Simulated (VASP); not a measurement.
# Y (Im-3m) in VASP: single point with PBE

Aim: the single point of Y with PBE.

Everything below comes from runs of VASP 6.6.1. Logs are shortened: lines on timing, memory, paths and dates and some standing lists are left out, and cuts for length are marked.

### Step 1. The cell of the first run

Symmetry: Im-3m, No. 229, cubic system. The conventional cell has a = 4.039 Å, b = 4.039 Å, c = 4.039 Å, α = 90.00°, β = 90.00°, γ = 90.00°. Within 4.6 Å of Y (site symmetry m-3m) lie 14 Y at 3.50 to 4.04 Å.

This isn't the form of Y at room conditions, which is hcp.

### Step 2. Single point, PBE, non-collinear spin, zero start, spin-orbit coupling

Contents of INCAR:

```
SYSTEM = Y
ALGO = Normal ; EDIFF = 1E-6
ENCUT = 520 ; GGA = PE
GGA_COMPAT = .FALSE. ; ISIF = 2
ISMEAR = -1 ; LASPH = .TRUE.
LCHARG = .FALSE. ; LMAXMIX = 4
LORBIT = 11 ; LORBMOM = .TRUE.
LREAL = .FALSE. ; LSORBIT = .TRUE.
LWAVE = .FALSE. ; MAGMOM = 0 0 0
NBANDS = 22 ; NELM = 150
PREC = Accurate ; SIGMA = 0.05
```

Contents of KPOINTS:

```
k-points
0
G
  14 14 14
  0 0 0
```

Contents of POSCAR:

```
Y
1.0
   -2.0193946492      2.0193946492      2.0193946492
    2.0193946492     -2.0193946492      2.0193946492
    2.0193946492      2.0193946492     -2.0193946492
Y
1
Direct
    0.0000000000      0.0000000000      0.0000000000
```

Potentials or basis: VASP PAW PBE potentials, release 64 (Y_sv).

Started as:

```
> cat potpaw_PBE.64/Y_sv/POTCAR > POTCAR
> mpirun -np 1 vasp_ncl > vasp.out
```

OUTCAR:

```text
SYSTEM = Y
   EDIFF = 1E-6
   ENCUT = 520
   GGA = PE
   ISIF = 2
   ISMEAR = -1
   LASPH = .TRUE.
   LORBIT = 11
   LREAL = .FALSE.
   LSORBIT = .TRUE.
   NELM = 150
   PREC = Accurate

 ion  position               nearest neighbor table
   1  0.000  0.000  0.000-

  LATTYP: Found a body centered cubic cell.
 ALAT       =     4.0387892984

  Lattice vectors:

 A1 = (  -2.0193946492,   2.0193946492,   2.0193946492)
 A2 = (   2.0193946492,  -2.0193946492,   2.0193946492)
 A3 = (   2.0193946492,   2.0193946492,  -2.0193946492)

Analysis of symmetry for initial positions (statically):
=====================================================================
 Subroutine PRICEL returns:
 Original cell was already a primitive cell.

 Routine SETGRP: Setting up the symmetry group for a
 body centered cubic supercell.

 Subroutine GETGRP returns: Found 48 space group operations
 (whereof 48 operations were pure point group operations)
 out of a pool of 48 trial point group operations.

The static configuration has the point symmetry O_h .

Analysis of symmetry for dynamics (positions and initial velocities):
=====================================================================
 Subroutine PRICEL returns:
 Original cell was already a primitive cell.

 Routine SETGRP: Setting up the symmetry group for a
 body centered cubic supercell.

 Subroutine GETGRP returns: Found 48 space group operations
 (whereof 48 operations were pure point group operations)
 out of a pool of 48 trial point group operations.

The dynamic configuration has the point symmetry O_h .

Analysis of structural, dynamic, and magnetic symmetry:
=====================================================================
 Subroutine PRICEL returns:
 Original cell was already a primitive cell.

 Routine SETGRP: Setting up the symmetry group for a
 body centered cubic supercell.

 Subroutine GETGRP returns: Found 48 space group operations
 (whereof 48 operations were pure point group operations)
 out of a pool of 48 trial point group operations.

The overall configuration has the point symmetry O_h .

 Subroutine INISYM returns: Found 48 space group operations
 (whereof 48 operations are pure point group operations),
 and found     1 'primitive' translations

----------------------------------------------------------------------------------------

                                     Primitive cell

  volume of cell :      32.9400

  direct lattice vectors                    reciprocal lattice vectors
    -2.019394649  2.019394649  2.019394649     0.000000000  0.247598953  0.247598953
     2.019394649 -2.019394649  2.019394649     0.247598953  0.000000000  0.247598953
     2.019394649  2.019394649 -2.019394649     0.247598953  0.247598953  0.000000000

  length of vectors
     3.497694133  3.497694133  3.497694133     0.350157797  0.350157797  0.350157797

  position of ions in fractional coordinates (direct lattice)
     0.000000000  0.000000000  0.000000000

  ion indices of the primitive-cell ions
   primitive index   ion index
                 1           1

----------------------------------------------------------------------------------------

 KPOINTS: k-points

Automatic generation of k-mesh.
 Grid dimensions read from file:
 generate k-points for:   14   14   14

 Generating k-lattice:

  Cartesian coordinates                     Fractional coordinates (reciprocal lattice)
     0.000000000  0.017685639  0.017685639     0.071428571  0.000000000  0.000000000
     0.017685639  0.000000000  0.017685639     0.000000000  0.071428571  0.000000000
     0.017685639  0.017685639  0.000000000     0.000000000  0.000000000  0.071428571

  Length of vectors
[... 55 lines left out ...]
   EDIFF  = 0.1E-05   stopping-criterion for ELM
   LREAL  =      F    real-space projection
   EDIFFG = 0.1E-04   stopping-criterion for IOM
   NSW    =      0    number of steps for IOM
   IBRION =     -1    ionic relax: 0-MD 1-quasi-New 2-CG
   NFREE  =      0    steps in history (QN), initial steepest desc. (CG)
   ISIF   =      2    stress and relaxation
   ISYM   =      2    0-nonsym 1-usesym 2-fastsym
   POTIM  = 0.5000    time-step for ionic-motion
   TEBEG  =    0.0;   TEEND  =   0.0 temperature during run
   PSTRESS=    0.0 pullay stress
   NELECT =      11.0000    total number of electrons
   NUPDOWN=      -1.0000    fix difference up-down
   EMIN   =  10.00;   EMAX   =-10.00  energy-range for DOS
   EFERMI =   0.00;   METHOD = LEGACY
   ISMEAR =    -1;   SIGMA  =   0.05  broadening in eV -4-tet -1-fermi 0-gaus
   EFERMI_NEDOS =   21; number of points for ismear=-14 and -15
   IALGO  =     38    algorithm
   IMIX   =      4    mixing-type and parameters
     AMIX     =   0.40;   BMIX     =  1.00
     AMIX_MAG =   1.60;   BMIX_MAG =  1.00
  volume/ion in A,a.u.               =      32.94       222.29
  Fermi-wavevector in a.u.,A,eV,Ry     =   1.135790  2.146331 17.551759  1.290018
  Thomas-Fermi vector in A             =   2.272494
   LORBIT       =     11    0 simple, 1 ext, 2 COOP (PROOUT), +10 PAW based schemes
   GGA     = PE    functional components
   LHFCALC =     F    Hartree Fock is set to
   AEXX    =    0.0000 exact exchange contribution
   IVDW    =     0    specifies the selected vdW correction
   LEPSILON=     F    determine dielectric tensor
   LRPA    =     F    only Hartree local field effects (RPA)
  energy-cutoff  :      520.00
  volume of cell :       32.94
 maximum number of plane-waves:      1870
 NGX is ok and might be reduce to    28
   NGX = 13   NGY = 13   NGZ = 13

 number of electron      11.0000001 magnetization       0.0000000      0.0000000     -0.0000000

 number of electron      11.0000001 magnetization      -0.0000000     -0.0000000      0.0000000

 number of electron      11.0000001 magnetization       0.0000000      0.0000000      0.0000000

 number of electron      11.0000001 magnetization      -0.0000000     -0.0000000     -0.0000000

 Free energy of the ion-electron system (eV)
  ---------------------------------------------------
  ext. energy  EPLUGINS =         0.00000000
  ---------------------------------------------------
  free energy    TOTEN  =        -6.36899522 eV

  energy without entropy =       -6.34802698  energy(sigma->0) =       -6.35851110

 E-fermi :   3.1266     XC(G=0):  -9.4191

 val. band max:        3.1265363100   @ k =   0.2857   0.2857   0.0714
 cond. band min:       3.1338171495   @ k =  -0.2857   0.4286   0.0714
 fundamental gap:      0.0072808395
 Fermi energy:         3.1266000127

 k-point     1 :       0.0000    0.0000    0.0000
  band No.  band energies     occupation
      1     -39.7480      1.00000
      2     -39.7480      1.00000
      3     -20.4160      1.00000
      4     -20.4160      1.00000
      5     -18.9721      1.00000
      6     -18.9721      1.00000
[... 589 lines left out ...]
     21      10.5066      0.00000
     22      10.5066      0.00000

 [... further k-points ...]

------------------------ aborting loop because EDIFF is reached ----------------------------------------

  FORCE on cell =-STRESS in cart. coord.  units (eV):
  Direction    XX          YY          ZZ          XY          YZ          ZX
  --------------------------------------------------------------------------------------
  -------------------------------------------------------------------------------------
  Total       -0.0227909     -0.0227909     -0.0227909     -0.0000000     -0.0000000      0.0000000
  in kB       -1.1085319     -1.1085319     -1.1085319     -0.0000000     -0.0000000      0.0000000
  external PRESSURE =      -1.1085319 kB  Pullay stress =       0.0000000 kB

 VOLUME and BASIS-vectors are now :
 -----------------------------------------------------------------------------
  energy-cutoff  :      520.00
  volume of cell :       32.94
      direct lattice vectors                 reciprocal lattice vectors
    -2.019394649  2.019394649  2.019394649     0.000000000  0.247598953  0.247598953
     2.019394649 -2.019394649  2.019394649     0.247598953  0.000000000  0.247598953
     2.019394649  2.019394649 -2.019394649     0.247598953  0.247598953  0.000000000

 POSITION                                       TOTAL-FORCE (eV/Angst)
 -----------------------------------------------------------------------------------
      0.00000      0.00000      0.00000        -0.000000      0.000000     -0.000000
 -----------------------------------------------------------------------------------
    total drift:                                0.000000      0.000000      0.000000

  FREE ENERGIE OF THE ION-ELECTRON SYSTEM (eV)
  ---------------------------------------------------
  free  energy   TOTEN  =        -6.3689952180 eV

  energy  without entropy=       -6.3480269768  energy(sigma->0) =       -6.35851110

 orbital moment (x)

 # of ion     p       d       f       tot
 ------------------------------------------------
  1         0.000  -0.000  -0.000  -0.000
 ------------------------------------------------
            0.000  -0.000  -0.000  -0.000

 orbital moment (y)

 # of ion     p       d       f       tot
 ------------------------------------------------
  1         0.000   0.000   0.000   0.000
 ------------------------------------------------
            0.000   0.000   0.000   0.000

 orbital moment (z)

 # of ion     p       d       f       tot
 ------------------------------------------------
  1         0.000   0.000  -0.000  -0.000
 ------------------------------------------------
            0.000   0.000  -0.000  -0.000

 Spin-Orbit-Coupling matrix elements

 Ion:    1  E_soc:     -0.0989017
 l=   1
     0.0000000    -0.0163548    -0.0163548
    -0.0163548     0.0000000    -0.0163548
    -0.0163548    -0.0163548     0.0000000
 l=   2
     0.0000000     0.0000250     0.0000000     0.0000250    -0.0001538
     0.0000250     0.0000000    -0.0001154     0.0000250    -0.0000385
     0.0000000    -0.0001154     0.0000000    -0.0001154     0.0000000
     0.0000250     0.0000250    -0.0001154     0.0000000    -0.0000385
    -0.0001538    -0.0000385     0.0000000    -0.0000385     0.0000000
 l=   3
     0.0000000     0.0000000     0.0000000     0.0000000     0.0000000     0.0000000     0.0000000
     0.0000000     0.0000000     0.0000000     0.0000000     0.0000000     0.0000000     0.0000000
     0.0000000     0.0000000     0.0000000     0.0000000     0.0000000    -0.0000000     0.0000000
     0.0000000     0.0000000     0.0000000     0.0000000     0.0000000     0.0000000     0.0000000
     0.0000000     0.0000000     0.0000000     0.0000000     0.0000000    -0.0000000     0.0000000
     0.0000000     0.0000000    -0.0000000     0.0000000    -0.0000000     0.0000000     0.0000000
     0.0000000     0.0000000     0.0000000     0.0000000     0.0000000     0.0000000     0.0000000

 total charge

# of ion       s       p       d       f       tot
--------------------------------------------------
    1        2.274   6.237   0.907   0.007   9.424

 magnetization (x)

# of ion       s       p       d       f       tot
--------------------------------------------------
    1        0.000  -0.000   0.000  -0.000  -0.000

 magnetization (y)

# of ion       s       p       d       f       tot
--------------------------------------------------
    1       -0.000   0.000   0.000   0.000   0.000

 magnetization (z)

# of ion       s       p       d       f       tot
--------------------------------------------------
    1       -0.000   0.000   0.000   0.000  -0.000
```

It took 74 s on 1 thread of AMD EPYC 9R45 (Zen 5), shared host; peak memory 0.29 GiB.

What came out:

- Free energy: -6.3690 eV
- Pressure: -0.1 GPa
- Net moment: 0.00 μB per cell
- Valence electrons inside the program's atomic spheres: Y 9.42

Moments on the atoms (μB; x, y, z):
```
Y   0.00 0.00 0.00
```
